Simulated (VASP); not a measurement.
# CdSe (P6_3mc) in VASP: further runs

Runs on CdSe. Level: PBEsol. Tasks: single point.

Everything below comes from runs of VASP 6.6.1. Logs are shortened: lines on timing, memory, paths and dates and some standing lists are left out, and cuts for length are marked.

## Step 1: The cell of the first run

Symmetry: P6_3mc, No. 186, hexagonal system. Conventional cell: a = 4.258 Å, b = 4.258 Å, c = 7.087 Å, α = 90.00°, β = 90.00°, γ = 120.00°. Within 3.5 Å of Cd (site symmetry 3m) lie 4 Se at 2.62 to 2.63 Å. Se (site symmetry 3m) has 4 Cd at 2.62 to 2.63 Å within 3.5 Å.

## Step 2: Single point, PBEsol (in-plane strain -0.01, then relaxed in part)

Contents of INCAR:

```
SYSTEM = CdSe
ALGO = Normal ; EDIFF = 1E-6
ENCUT = 500 ; GGA = PS
GGA_COMPAT = .False. ; ISIF = 2
ISMEAR = 0 ; LASPH = .True.
LCHARG = .True. ; LELF = .True.
LREAL = .False. ; LVHAR = .True.
LWAVE = .False. ; NBANDS = 26
NELM = 120 ; PREC = Accurate
SIGMA = 0.01
```

Contents of KPOINTS:

```
k-points
0
Gamma
  6 6 4
  0 0 0
```

Contents of POSCAR:

```
CdSe
1.0
    4.2580906464      0.0000000000      0.0000000000
   -2.1290453232      3.6876146714      0.0000000000
    0.0000000000      0.0000000000      7.0870347606
Cd Se
2 2
Direct
    0.3333333333      0.6666666667      0.0068260099
    0.6666666667      0.3333333333      0.5068260099
    0.3333333333      0.6666666667      0.3781739901
    0.6666666667      0.3333333333      0.8781739901
```

Potentials or basis: VASP PAW PBE potentials, release 64 (Cd, Se).

Run with:

```bash
> cat potpaw_PBE.64/Cd/POTCAR potpaw_PBE.64/Se/POTCAR > POTCAR
> mpirun -np 1 vasp_std > vasp.out
```

OUTCAR:

```text
SYSTEM = CdSe
   EDIFF = 1E-6
   ENCUT = 500
   GGA = PS
   ISIF = 2
   ISMEAR = 0
   LASPH = .True.
   LREAL = .False.
   NELM = 120
   PREC = Accurate

 ion  position               nearest neighbor table
   1  0.333  0.667  0.007-   4 2.62   4 2.62   4 2.62   3 2.63
   2  0.667  0.333  0.507-   3 2.62   3 2.62   3 2.62   4 2.63
   3  0.333  0.667  0.378-   2 2.62   2 2.62   2 2.62   1 2.63
   4  0.667  0.333  0.878-   1 2.62   1 2.62   1 2.62   2 2.63

  LATTYP: Found a hexagonal cell.
 ALAT       =     4.2580906464
 C/A-ratio  =     1.6643691619

  Lattice vectors:

 A1 = (   4.2580906464,   0.0000000000,   0.0000000000)
 A2 = (  -2.1290453232,   3.6876146714,   0.0000000000)
 A3 = (   0.0000000000,   0.0000000000,   7.0870347606)

Analysis of symmetry for initial positions (statically):
=====================================================================
 Subroutine PRICEL returns:
 Original cell was already a primitive cell.

 Routine SETGRP: Setting up the symmetry group for a
 hexagonal supercell.

 Subroutine GETGRP returns: Found 12 space group operations
 (whereof  6 operations were pure point group operations)
 out of a pool of 24 trial point group operations.

The static configuration has the point symmetry C_3v.
 The point group associated with its full space group is C_6v.

Analysis of symmetry for dynamics (positions and initial velocities):
=====================================================================
 Subroutine PRICEL returns:
 Original cell was already a primitive cell.

 Routine SETGRP: Setting up the symmetry group for a
 hexagonal supercell.

 Subroutine GETGRP returns: Found 12 space group operations
 (whereof  6 operations were pure point group operations)
 out of a pool of 24 trial point group operations.

The dynamic configuration has the point symmetry C_3v.
 The point group associated with its full space group is C_6v.

 Subroutine INISYM returns: Found 12 space group operations
 (whereof  6 operations are pure point group operations),
 and found     1 'primitive' translations

----------------------------------------------------------------------------------------

                                     Primitive cell

  volume of cell :     111.2820

  direct lattice vectors                    reciprocal lattice vectors
     4.258090646  0.000000000  0.000000000     0.234847044  0.135589004  0.000000000
    -2.129045323  3.687614671  0.000000000     0.000000000  0.271178008  0.000000000
     0.000000000  0.000000000  7.087034761     0.000000000  0.000000000  0.141102737

  length of vectors
     4.258090646  4.258090646  7.087034761     0.271178008  0.271178008  0.141102737

  position of ions in fractional coordinates (direct lattice)
     0.333333333  0.666666667  0.006826010
     0.666666667  0.333333333  0.506826010
     0.333333333  0.666666667  0.378173990
     0.666666667  0.333333333  0.878173990

  ion indices of the primitive-cell ions
   primitive index   ion index
                 1           1
                 2           2
                 3           3
                 4           4

----------------------------------------------------------------------------------------

 KPOINTS: k-points

Automatic generation of k-mesh.
 Grid dimensions read from file:
 generate k-points for:    6    6    4

 Generating k-lattice:

  Cartesian coordinates                     Fractional coordinates (reciprocal lattice)
     0.039141174  0.022598167  0.000000000     0.166666667  0.000000000  0.000000000
     0.000000000  0.045196335  0.000000000     0.000000000  0.166666667  0.000000000
     0.000000000  0.000000000  0.035275684     0.000000000  0.000000000  0.250000000

  Length of vectors
     0.045196335  0.045196335  0.035275684

  Shift w.r.t. Gamma in fractional coordinates (k-lattice)
     0.000000000  0.000000000  0.000000000

 Subroutine IBZKPT returns following result:
 ===========================================

 Found     21 irreducible k-points:

 Following reciprocal coordinates:
            Coordinates               Weight
  0.000000  0.000000  0.000000      1.000000
  0.166667 -0.000000  0.000000      6.000000
  0.333333  0.000000  0.000000      6.000000
  0.500000 -0.000000  0.000000      3.000000
  0.166667  0.166667  0.000000      6.000000
  0.333333  0.166667  0.000000     12.000000
[... 13 lines left out ...]
  0.333333  0.166667  0.500000     12.000000
  0.333333  0.333333  0.500000      2.000000
   k-points           NKPTS =     21   k-points in BZ     NKDIM =     21   number of bands    NBANDS=     26
   number of dos      NEDOS =    301   number of ions     NIONS =      4
   total plane-waves  NPLWV =  55296
   dimension x,y,z NGX =    32 NGY =   32 NGZ =   54
   dimension x,y,z NGXF=    64 NGYF=   64 NGZF=  108
   ions per type =               2   2
   NGX,Y,Z   is equivalent  to a cutoff of  12.49, 12.49, 12.67 a.u.
   NGXF,Y,Z  is equivalent  to a cutoff of  24.99, 24.99, 25.33 a.u.
 SYSTEM =  CdSe
   PREC   = accura    normal or accurate (medium, high low for compatibility)
   ISTART =      0    job   : 0-new  1-cont  2-samecut
   ICHARG =      2    charge: 1-file 2-atom 10-const
   ISPIN  =      1    spin polarized calculation?
   LNONCOLLINEAR =      F non collinear calculations
   LSORBIT =      F    spin-orbit coupling
   LASPH  =      T    aspherical Exc in radial PAW
   ENCUT  =  500.0 eV  36.75 Ry    6.06 a.u.   7.76  7.76 12.92*2*pi/ulx,y,z
   NELM   =    120;   NELMIN=  2; NELMDL= -5     # of ELM steps
   EDIFF  = 0.1E-05   stopping-criterion for ELM
   LREAL  =      F    real-space projection
   EDIFFG = 0.1E-04   stopping-criterion for IOM
   NSW    =      0    number of steps for IOM
   IBRION =     -1    ionic relax: 0-MD 1-quasi-New 2-CG
   NFREE  =      0    steps in history (QN), initial steepest desc. (CG)
   ISIF   =      2    stress and relaxation
   ISYM   =      2    0-nonsym 1-usesym 2-fastsym
   POTIM  = 0.5000    time-step for ionic-motion
   TEBEG  =    0.0;   TEEND  =   0.0 temperature during run
   PSTRESS=    0.0 pullay stress
   NELECT =      36.0000    total number of electrons
   NUPDOWN=      -1.0000    fix difference up-down
   EMIN   =  10.00;   EMAX   =-10.00  energy-range for DOS
   EFERMI =   0.00;   METHOD = LEGACY
   ISMEAR =     0;   SIGMA  =   0.01  broadening in eV -4-tet -1-fermi 0-gaus
   EFERMI_NEDOS =   21; number of points for ismear=-14 and -15
   IALGO  =     38    algorithm
   IMIX   =      4    mixing-type and parameters
     AMIX     =   0.40;   BMIX     =  1.00
     AMIX_MAG =   1.60;   BMIX_MAG =  1.00
  volume/ion in A,a.u.               =      27.82       187.74
  Fermi-wavevector in a.u.,A,eV,Ry     =   1.123830  2.123731 17.184078  1.262994
  Thomas-Fermi vector in A             =   2.260499
   LORBIT       =      0    0 simple, 1 ext, 2 COOP (PROOUT), +10 PAW based schemes
   GGA     = PS    functional components
   LHFCALC =     F    Hartree Fock is set to
   AEXX    =    0.0000 exact exchange contribution
   IVDW    =     0    specifies the selected vdW correction
   LEPSILON=     F    determine dielectric tensor
   LRPA    =     F    only Hartree local field effects (RPA)
 non-spin polarized calculation
 Gauss-broadening in eV      SIGMA  =   0.01
  energy-cutoff  :      500.00
  volume of cell :      111.28
 maximum number of plane-waves:      2852
 NGX is ok and might be reduce to    32
   NGX = 15   NGY = 15   NGZ = 25

 number of electron      36.0000002 magnetization

 Free energy of the ion-electron system (eV)
  ---------------------------------------------------
  ext. energy  EPLUGINS =         0.00000000
  ---------------------------------------------------
  free energy    TOTEN  =       -12.33772189 eV

  energy without entropy =      -12.33772189  energy(sigma->0) =      -12.33772189

 E-fermi :   0.9999     XC(G=0):  -9.1433

 val. band max:        0.9371227563   @ k =   0.0000   0.0000   0.0000
 cond. band min:       1.4573681666   @ k =   0.0000   0.0000   0.0000
 fundamental gap:      0.5202454103
 Fermi energy:         0.9999497498

 k-point     1 :       0.0000    0.0000    0.0000
  band No.  band energies     occupation
      1     -11.7856      2.00000
      2     -11.4014      2.00000
      3      -7.0503      2.00000
      4      -7.0311      2.00000
      5      -7.0311      2.00000
      6      -6.9597      2.00000
[... 18 lines left out ...]
     25       7.9243      0.00000
     26       8.4095      0.00000

 k-point     2 :       0.1667   -0.0000    0.0000
  band No.  band energies     occupation
      1     -11.6978      2.00000
      2     -11.3602      2.00000
      3      -7.0200      2.00000
      4      -7.0019      2.00000
      5      -6.9703      2.00000
      6      -6.9197      2.00000
[... 18 lines left out ...]
     25       8.0195      0.00000
     26       8.5583      0.00000

 k-point     3 :       0.3333    0.0000    0.0000
  band No.  band energies     occupation
      1     -11.5066      2.00000
      2     -11.2894      2.00000
      3      -6.9711      2.00000
      4      -6.9572      2.00000
      5      -6.8545      2.00000
      6      -6.8337      2.00000
[... 18 lines left out ...]
     25       8.5454      0.00000
     26       9.1463      0.00000

 k-point     4 :       0.5000   -0.0000    0.0000
  band No.  band energies     occupation
      1     -11.3926      2.00000
      2     -11.2706      2.00000
      3      -6.9549      2.00000
      4      -6.9434      2.00000
      5      -6.7952      2.00000
      6      -6.7840      2.00000
[... 18 lines left out ...]
     25       8.7108      0.00000
     26      10.6222      0.00000

 k-point     5 :       0.1667    0.1667    0.0000
  band No.  band energies     occupation
      1     -11.5575      2.00000
      2     -11.3050      2.00000
      3      -6.9762      2.00000
      4      -6.9716      2.00000
      5      -6.8710      2.00000
      6      -6.8698      2.00000
[... 18 lines left out ...]
     25       8.6337      0.00000
     26       8.7008      0.00000

 k-point     6 :       0.3333    0.1667    0.0000
  band No.  band energies     occupation
      1     -11.3943      2.00000
      2     -11.2708      2.00000
      3      -6.9690      2.00000
      4      -6.9200      2.00000
      5      -6.8110      2.00000
      6      -6.8015      2.00000
[... 340 lines left out ...]
 k-point    18 :       0.5000   -0.0000    0.5000
  band No.  band energies     occupation
      1     -11.3255      2.00000
      2     -11.3255      2.00000
      3      -6.9234      2.00000
      4      -6.9234      2.00000
      5      -6.8670      2.00000
      6      -6.8670      2.00000
[... 18 lines left out ...]
     25       8.7484      0.00000
     26       8.7484      0.00000

 k-point    19 :       0.1667    0.1667    0.5000
  band No.  band energies     occupation
      1     -11.4271      2.00000
      2     -11.4271      2.00000
      3      -6.9313      2.00000
      4      -6.9313      2.00000
      5      -6.9086      2.00000
      6      -6.9086      2.00000
[... 18 lines left out ...]
     25       8.3496      0.00000
     26       8.3496      0.00000

 k-point    20 :       0.3333    0.1667    0.5000
  band No.  band energies     occupation
      1     -11.3264      2.00000
      2     -11.3264      2.00000
      3      -6.9055      2.00000
      4      -6.9055      2.00000
      5      -6.8743      2.00000
      6      -6.8743      2.00000
[... 18 lines left out ...]
     25       8.8704      0.00000
     26       8.8704      0.00000

 k-point    21 :       0.3333    0.3333    0.5000
  band No.  band energies     occupation
      1     -11.2937      2.00000
      2     -11.2937      2.00000
      3      -6.8790      2.00000
      4      -6.8790      2.00000
      5      -6.8779      2.00000
      6      -6.8779      2.00000
[... 18 lines left out ...]
     25       9.6908      0.00000
     26       9.6908      0.00000

------------------------ aborting loop because EDIFF is reached ----------------------------------------

  FORCE on cell =-STRESS in cart. coord.  units (eV):
  Direction    XX          YY          ZZ          XY          YZ          ZX
  --------------------------------------------------------------------------------------
  -------------------------------------------------------------------------------------
  Total        0.8499633      0.8499633      0.2306862      0.0000000     -0.0000000     -0.0000000
  in kB       12.2373044     12.2373044      3.3212937      0.0000000     -0.0000000     -0.0000000
  external PRESSURE =       9.2653008 kB  Pullay stress =       0.0000000 kB

 VOLUME and BASIS-vectors are now :
 -----------------------------------------------------------------------------
  energy-cutoff  :      500.00
  volume of cell :      111.28
      direct lattice vectors                 reciprocal lattice vectors
     4.258090646  0.000000000  0.000000000     0.234847044  0.135589004  0.000000000
    -2.129045323  3.687614671  0.000000000     0.000000000  0.271178008  0.000000000
     0.000000000  0.000000000  7.087034761     0.000000000  0.000000000  0.141102737

 POSITION                                       TOTAL-FORCE (eV/Angst)
 -----------------------------------------------------------------------------------
     -0.00000      2.45841      0.04838         0.000000      0.000000      0.003106
      2.12905      1.22920      3.59189        -0.000000     -0.000000      0.003106
     -0.00000      2.45841      2.68013        -0.000000     -0.000000     -0.003106
      2.12905      1.22920      6.22365        -0.000000     -0.000000     -0.003106
 -----------------------------------------------------------------------------------
    total drift:                               -0.000000     -0.000000      0.002251

  FREE ENERGIE OF THE ION-ELECTRON SYSTEM (eV)
  ---------------------------------------------------
  free  energy   TOTEN  =       -12.3377218888 eV

  energy  without entropy=      -12.3377218888  energy(sigma->0) =      -12.33772189
```

It took 89 s on 1 thread of AMD EPYC 7R13, shared host; peak memory 0.21 GiB.

Results:

- Free energy: -12.3377 eV
- Pressure: 0.9 GPa
- Largest force: 0.003 eV/Å
- Band gap on the k mesh: 0.52 eV

Forces on the atoms (eV/Å):
```
Cd   0.000  0.000  0.003
Cd   0.000  0.000  0.003
Se   0.000  0.000 -0.003
Se   0.000  0.000 -0.003
```

Caveat: the cell differs from its parent crystal (in-plane strain -0.01, then relaxed in part); the PAW data sets were made with another functional, which shifts forces and pressure a little.

## Step 3: Single point, PBEsol (in-plane strain -0.01)

Contents of INCAR:

```
SYSTEM = CdSe
  PREC = Accurate
  ENCUT = 500
  EDIFF = 1E-6
  ISMEAR = 0
  SIGMA = 0.01
  LREAL = .False.
  LASPH = .True.
  NELM = 120
  ALGO = Normal
  ISIF = 2
  LWAVE = .False.
  LCHARG = .False.
  GGA = PS
  NBANDS = 26
  GGA_COMPAT = .False.
```

Contents of KPOINTS:

```
Automatic mesh
0
Gamma
  6 6 4
  0 0 0
```

Contents of POSCAR:

```
CdSe
1.0
    4.2580906464      0.0000000000      0.0000000000
   -2.1290453232      3.6876146714      0.0000000000
    0.0000000000      0.0000000000      7.0643744250
Cd Se
2 2
Direct
    0.3333333333      0.6666666667      0.0046992087
    0.6666666667      0.3333333333      0.5046992087
    0.3333333333      0.6666666667      0.3803007913
    0.6666666667      0.3333333333      0.8803007913
```

Potentials or basis: VASP PAW PBE potentials, release 64 (Cd, Se).

Run with:

```bash
> cat potpaw_PBE.64/Cd/POTCAR potpaw_PBE.64/Se/POTCAR > POTCAR
> mpirun -np 1 vasp_std > vasp.out
```

OUTCAR:

```text
SYSTEM = CdSe
   PREC = Accurate
   ENCUT = 500
   EDIFF = 1E-6
   ISMEAR = 0
   LREAL = .False.
   LASPH = .True.
   NELM = 120
   ISIF = 2
   GGA = PS

 ion  position               nearest neighbor table
   1  0.333  0.667  0.005-   4 2.61   4 2.61   4 2.61   3 2.65
   2  0.667  0.333  0.505-   3 2.61   3 2.61   3 2.61   4 2.65
   3  0.333  0.667  0.380-   2 2.61   2 2.61   2 2.61   1 2.65
   4  0.667  0.333  0.880-   1 2.61   1 2.61   1 2.61   2 2.65

  LATTYP: Found a hexagonal cell.
 ALAT       =     4.2580906464
 C/A-ratio  =     1.6590474491
[... 803 lines left out ...]
  Direction    XX          YY          ZZ          XY          YZ          ZX
  --------------------------------------------------------------------------------------
  -------------------------------------------------------------------------------------
  Total        1.1643460      1.1643460      0.0753730      0.0000000      0.0000000      0.0000000
  in kB       16.8173858     16.8173858      1.0886598      0.0000000      0.0000000      0.0000000
  external PRESSURE =      11.5744771 kB  Pullay stress =       0.0000000 kB

 VOLUME and BASIS-vectors are now :
 -----------------------------------------------------------------------------
  energy-cutoff  :      500.00
  volume of cell :      110.93
      direct lattice vectors                 reciprocal lattice vectors
     4.258090646  0.000000000  0.000000000     0.234847044  0.135589004  0.000000000
    -2.129045323  3.687614671  0.000000000     0.000000000  0.271178008  0.000000000
     0.000000000  0.000000000  7.064374425     0.000000000  0.000000000  0.141555351

 POSITION                                       TOTAL-FORCE (eV/Angst)
 -----------------------------------------------------------------------------------
     -0.00000      2.45841      0.03320        -0.000000      0.000000      0.124794
      2.12905      1.22920      3.56538         0.000000     -0.000000      0.124794
     -0.00000      2.45841      2.68659         0.000000     -0.000000     -0.124794
      2.12905      1.22920      6.21877        -0.000000      0.000000     -0.124794
 -----------------------------------------------------------------------------------
    total drift:                               -0.000000     -0.000000      0.000068

  FREE ENERGIE OF THE ION-ELECTRON SYSTEM (eV)
  ---------------------------------------------------
  free  energy   TOTEN  =       -12.3333018456 eV

  energy  without entropy=      -12.3333018456  energy(sigma->0) =      -12.33330185
```

stdout:

```text
POSCAR found type information on POSCAR CdSe
 POSCAR found :  2 types and       4 ions
 scaLAPACK will be used
 -----------------------------------------------------------------------------
|                                                                             |
|                                                                             |
|     You enforced a specific xc type in the INCAR file but a different       |
|     I HOPE YOU KNOW WHAT YOU ARE DOING!                                     |
|                                                                             |
 -----------------------------------------------------------------------------

 LDA part: xc-table for (Slater+PW92), standard interpolation
 POSCAR, INCAR and KPOINTS ok, starting setup
 FFT: planning ... GRIDC
 FFT: planning ... GRID_SOFT
 FFT: planning ... GRID
 WAVECAR not read
 entering main loop
```

It took 78 s on 1 thread of AMD EPYC 7R13, shared host; peak memory 0.21 GiB.

Results:

- Free energy: -12.3333 eV
- Pressure: 1.2 GPa
- Largest force: 0.125 eV/Å
- Band gap on the k mesh: 0.55 eV

Forces on the atoms (eV/Å):
```
Cd   0.000  0.000  0.125
Cd   0.000  0.000  0.125
Se   0.000  0.000 -0.125
Se   0.000  0.000 -0.125
```

Caveat: the cell differs from its parent crystal (in-plane strain -0.01); the PAW data sets were made with another functional, which shifts forces and pressure a little.
